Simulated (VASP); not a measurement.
# Cr (Im-3m) in VASP: a series of runs, part 2 of 4

VASP 6.6.1.

**3. Electric field gradients, PBE, collinear spin, ferromagnetic start (volume scaled by 0.96)**

The input, INCAR:

```
SYSTEM = Cr
PREC = Accurate
ENCUT = 520
EDIFF = 1E-8
ISMEAR = -1
SIGMA = 0.08
LREAL = .FALSE.
LASPH = .TRUE.
NELM = 150
ALGO = Normal
ISIF = 2
LWAVE = .FALSE.
LCHARG = .FALSE.
ISPIN = 2
MAGMOM = 3
LORBIT = 11
LMAXMIX = 4
GGA = PE
LEFG = .TRUE.
NBANDS = 16
```

The input, KPOINTS:

```
regular mesh
0
G
  18 18 18
  0 0 0
```

The input, POSCAR:

```
Cr
1.0
   -1.4224618002      1.4224618002      1.4224618002
    1.4224618002     -1.4224618002      1.4224618002
    1.4224618002      1.4224618002     -1.4224618002
Cr
1
Direct
    0.0000000000      0.0000000000      0.0000000000
```

Potentials or basis: VASP PAW PBE potentials, release 64 (Cr_pv).

Command:

```
> cat potpaw_PBE.64/Cr_pv/POTCAR > POTCAR
> mpirun -np 1 vasp_std > vasp.out
```

OUTCAR:

```text
SYSTEM = Cr
   PREC = Accurate
   ENCUT = 520
   EDIFF = 1E-8
   ISMEAR = -1
   LREAL = .FALSE.
   LASPH = .TRUE.
   NELM = 150
   ISIF = 2
   ISPIN = 2
   LORBIT = 11
   GGA = PE

 ion  position               nearest neighbor table
   1  0.000  0.000  0.000-

  LATTYP: Found a body centered cubic cell.
 ALAT       =     2.8449236004

  Lattice vectors:

 A1 = (  -1.4224618002,   1.4224618002,   1.4224618002)
 A2 = (   1.4224618002,  -1.4224618002,   1.4224618002)
 A3 = (   1.4224618002,   1.4224618002,  -1.4224618002)

Analysis of symmetry for initial positions (statically):
=====================================================================
 Subroutine PRICEL returns:
 Original cell was already a primitive cell.

 Routine SETGRP: Setting up the symmetry group for a
 body centered cubic supercell.

 Subroutine GETGRP returns: Found 48 space group operations
 (whereof 48 operations were pure point group operations)
 out of a pool of 48 trial point group operations.

The static configuration has the point symmetry O_h .

Analysis of symmetry for dynamics (positions and initial velocities):
=====================================================================
 Subroutine PRICEL returns:
 Original cell was already a primitive cell.

 Routine SETGRP: Setting up the symmetry group for a
 body centered cubic supercell.

 Subroutine GETGRP returns: Found 48 space group operations
 (whereof 48 operations were pure point group operations)
 out of a pool of 48 trial point group operations.

The dynamic configuration has the point symmetry O_h .

Analysis of structural, dynamic, and magnetic symmetry:
=====================================================================
 Subroutine PRICEL returns:
 Original cell was already a primitive cell.

 Routine SETGRP: Setting up the symmetry group for a
 body centered cubic supercell.

 Subroutine GETGRP returns: Found 48 space group operations
 (whereof 48 operations were pure point group operations)
 out of a pool of 48 trial point group operations.

The overall configuration has the point symmetry O_h .

 Subroutine INISYM returns: Found 48 space group operations
 (whereof 48 operations are pure point group operations),
 and found     1 'primitive' translations

----------------------------------------------------------------------------------------

                                     Primitive cell

  volume of cell :      11.5128

  direct lattice vectors                    reciprocal lattice vectors
    -1.422461800  1.422461800  1.422461800     0.000000000  0.351503288  0.351503288
     1.422461800 -1.422461800  1.422461800     0.351503288  0.000000000  0.351503288
     1.422461800  1.422461800 -1.422461800     0.351503288  0.351503288  0.000000000

  length of vectors
     2.463776110  2.463776110  2.463776110     0.497100717  0.497100717  0.497100717

  position of ions in fractional coordinates (direct lattice)
     0.000000000  0.000000000  0.000000000

  ion indices of the primitive-cell ions
   primitive index   ion index
                 1           1

[... 90 lines left out ...]
     AMIX     =   0.40;   BMIX     =  1.00
     AMIX_MAG =   1.60;   BMIX_MAG =  1.00
  volume/ion in A,a.u.               =      11.51        77.69
  Fermi-wavevector in a.u.,A,eV,Ry     =   1.659872  3.136704 37.486439  2.755176
  Thomas-Fermi vector in A             =   2.747206
   LORBIT       =     11    0 simple, 1 ext, 2 COOP (PROOUT), +10 PAW based schemes
   GGA     = PE    functional components
   LHFCALC =     F    Hartree Fock is set to
   AEXX    =    0.0000 exact exchange contribution
   IVDW    =     0    specifies the selected vdW correction
   LEPSILON=     F    determine dielectric tensor
   LRPA    =     F    only Hartree local field effects (RPA)
 spin polarized calculation
  energy-cutoff  :      520.00
  volume of cell :       11.51
 maximum number of plane-waves:       325
   NGX =  9   NGY =  9   NGZ =  9

 number of electron      11.9999996 magnetization      -0.0000013

 number of electron      11.9999996 magnetization       0.0000003

 Free energy of the ion-electron system (eV)
  ---------------------------------------------------
  ext. energy  EPLUGINS =         0.00000000
  ---------------------------------------------------
  free energy    TOTEN  =        -9.52173749 eV

  energy without entropy =       -9.50490581  energy(sigma->0) =       -9.51332165

 E-fermi :  11.0311     XC(G=0): -13.6930

 val. band max:       11.0250315860   @ k =  -0.4444   0.4444   0.0556
 cond. band min:      11.0337868973   @ k =  -0.2222   0.3333   0.1111
 fundamental gap:      0.0087553113
 Fermi energy:        11.0311016686

 spin component 1

 k-point     1 :       0.0000    0.0000    0.0000
  band No.  band energies     occupation
      1     -31.7021      1.00000
      2     -31.7021      1.00000
      3     -31.7021      1.00000
      4       3.1508      1.00000
      5      10.1044      0.99999
      6      10.1044      0.99999
[... 435 lines left out ...]
      5       8.6402      1.00000
      6      10.6935      0.98551
[... 8 lines left out ...]
     15      41.5151      0.00000
     16      42.3438      0.00000

 [... further k-points ...]

 spin component 2

 k-point     1 :       0.0000    0.0000    0.0000
  band No.  band energies     occupation
      1     -31.7021      1.00000
      2     -31.7021      1.00000
      3     -31.7021      1.00000
      4       3.1508      1.00000
      5      10.1044      0.99999
      6      10.1044      0.99999
[... 435 lines left out ...]
      5       8.6402      1.00000
      6      10.6935      0.98551
[... 8 lines left out ...]
     15      41.5151      0.00000
     16      42.3438      0.00000

 [... further k-points ...]
[... 5 lines left out ...]
  --------------------------------------------------------------------------------------
  -------------------------------------------------------------------------------------
  Total        0.0340021      0.0340021      0.0340021      0.0000000     -0.0000000      0.0000000
  in kB        4.7318906      4.7318906      4.7318906      0.0000000     -0.0000000      0.0000000
  external PRESSURE =       4.7318906 kB  Pullay stress =       0.0000000 kB

 VOLUME and BASIS-vectors are now :
 -----------------------------------------------------------------------------
  energy-cutoff  :      520.00
  volume of cell :       11.51
      direct lattice vectors                 reciprocal lattice vectors
    -1.422461800  1.422461800  1.422461800     0.000000000  0.351503288  0.351503288
     1.422461800 -1.422461800  1.422461800     0.351503288  0.000000000  0.351503288
     1.422461800  1.422461800 -1.422461800     0.351503288  0.351503288  0.000000000

 POSITION                                       TOTAL-FORCE (eV/Angst)
 -----------------------------------------------------------------------------------
      0.00000      0.00000      0.00000         0.000000      0.000000      0.000000
 -----------------------------------------------------------------------------------
    total drift:                                0.000000     -0.000000      0.000000

  FREE ENERGIE OF THE ION-ELECTRON SYSTEM (eV)
  ---------------------------------------------------
  free  energy   TOTEN  =        -9.5217374929 eV

  energy  without entropy=       -9.5049058120  energy(sigma->0) =       -9.51332165

 Electric field gradients (V/A^2)
---------------------------------------------------------------------
 ion       V_xx      V_yy      V_zz      V_xy      V_xz      V_yz
---------------------------------------------------------------------
   1      -0.000    -0.000     0.000    -0.001    -0.001    -0.001
---------------------------------------------------------------------

 Electric field gradients after diagonalization (V/A^2)
 (convention: |V_zz| > |V_xx| > |V_yy|)
----------------------------------------------------------------------
 ion       V_xx      V_yy      V_zz     asymmetry (V_yy - V_xx)/ V_zz
----------------------------------------------------------------------
   1       0.001     0.001    -0.002       0.000
----------------------------------------------------------------------

           NMR quadrupolar parameters

 Cq : quadrupolar parameter    Cq=e*Q*V_zz/h
 eta: asymmetry parameters     (V_yy - V_xx)/ V_zz
 Q  : nuclear electric quadrupole moment in mb (millibarn)
----------------------------------------------------------------------
 ion       Cq(MHz)       eta       Q (mb)
----------------------------------------------------------------------
   1      -0.000       0.000       1.000
----------------------------------------------------------------------

 total charge

# of ion       s       p       d       tot
------------------------------------------
    1        0.442   6.408   4.215  11.065

 magnetization (x)

# of ion       s       p       d       tot
------------------------------------------
    1       -0.000   0.000   0.000   0.000
```

OSZICAR:

```text
N       E                     dE             d eps       ncg     rms          rms(c)
DAV:   1     0.788189790260E+02    0.78819E+02   -0.61655E+03 12816   0.860E+02
DAV:   2    -0.825135456036E+01   -0.87070E+02   -0.82837E+02 13496   0.244E+02
DAV:   3    -0.967611161510E+01   -0.14248E+01   -0.14217E+01 14256   0.344E+01
DAV:   4    -0.968088388106E+01   -0.47723E-02   -0.47722E-02 14448   0.198E+00
DAV:   5    -0.968091765227E+01   -0.33771E-04   -0.33770E-04 14376   0.149E-01    0.185E+01
DAV:   6    -0.947690211746E+01    0.20402E+00   -0.19847E+00 12888   0.251E+01    0.394E+00
DAV:   7    -0.952126422602E+01   -0.44362E-01   -0.15139E-01 13184   0.297E+00    0.235E+00
DAV:   8    -0.952549868521E+01   -0.42345E-02   -0.60665E-03 13640   0.891E-01    0.929E-01
DAV:   9    -0.952142197635E+01    0.40767E-02   -0.19488E-03 13776   0.448E-01    0.271E-01
DAV:  10    -0.952172661982E+01   -0.30464E-03   -0.38510E-04 13448   0.170E-01    0.564E-02
DAV:  11    -0.952174240518E+01   -0.15785E-04   -0.14529E-05 14936   0.288E-02    0.227E-02
DAV:  12    -0.952173868215E+01    0.37230E-05   -0.17053E-06 12936   0.938E-03    0.625E-03
DAV:  13    -0.952173746661E+01    0.12155E-05   -0.82822E-07 13088   0.726E-03    0.265E-03
DAV:  14    -0.952173740447E+01    0.62141E-07   -0.44986E-08 13416   0.290E-03    0.377E-04
DAV:  15    -0.952173746113E+01   -0.56663E-07   -0.33925E-09 10024   0.467E-04    0.188E-04
DAV:  16    -0.952173748736E+01   -0.26235E-07   -0.71391E-10  6528   0.226E-04    0.785E-05
DAV:  17    -0.952173749288E+01   -0.55163E-08   -0.10804E-10  6472   0.980E-05
   1 F= -.95217375E+01 E0= -.95133217E+01  d E =-.168317E-01  mag=    -0.0000
```

Wall time 3.1 min (1 thread of AMD EPYC 7R13, shared host); peak memory 0.13 GiB.

Results:

| Item | Value |
| --- | --- |
| Free energy | -9.5217 eV |
| Pressure | 0.5 GPa |
| Band gap on the k mesh | zero (filled and empty bands overlap) |
| Net moment | 0.00 μB per cell |
| Valence electrons inside the program's atomic spheres | Cr 11.06 |

Caveat: the starting moments collapsed, and a magnetic state may lie lower; without QUAD_EFG the Cq values of the log hold for a quadrupole moment of 1 mb, not for the nuclei.

(Continued in part 3 of 4.)
